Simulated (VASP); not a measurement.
Si, 4 atoms in the cell. Symmetry: P6_3/mmc, No. 194, hexagonal system. The conventional cell has a = 3.795 Å, b = 3.795 Å, c = 4.368 Å, α = 90.00°, β = 90.00°, γ = 120.00°. Si (site symmetry -6m2) has 5 Si at 2.18 to 2.19 Å within 2.9 Å. Si (site symmetry -6m2) has 3 Si at 2.19 Å within 2.9 Å. 

* Program: VASP 6.6.1
* Task: single point
* Functional: PBE
* Potentials or basis: VASP PAW PBE potentials, release 64 (Si)
* Cutoff: 520 eV
* k mesh: 10 × 10 × 4
* Occupations: fermi-dirac, width 0.05 eV
* Spin: no spin polarisation
* Dipole correction: no
* Further INCAR settings: ALGO = Normal; EDIFF = 1e-06; NBANDS = 16

Potentials or basis: VASP PAW PBE potentials, release 64 (Si).

Run with:

```console
$ cat potpaw_PBE.64/Si/POTCAR > POTCAR
$ mpirun -np 1 vasp_std > vasp.out
```

Hardware: 1 thread of Intel(R) Xeon(R) 6975P-C (Granite Rapids) (shared host).

**Question.** Estimate the wall time of this run.

**Answer.** Wall time 10 s on 1 thread of Intel(R) Xeon(R) 6975P-C (Granite Rapids) (shared host), peak memory 0.16 GiB. Counts: scf iterations 12, k points 42.
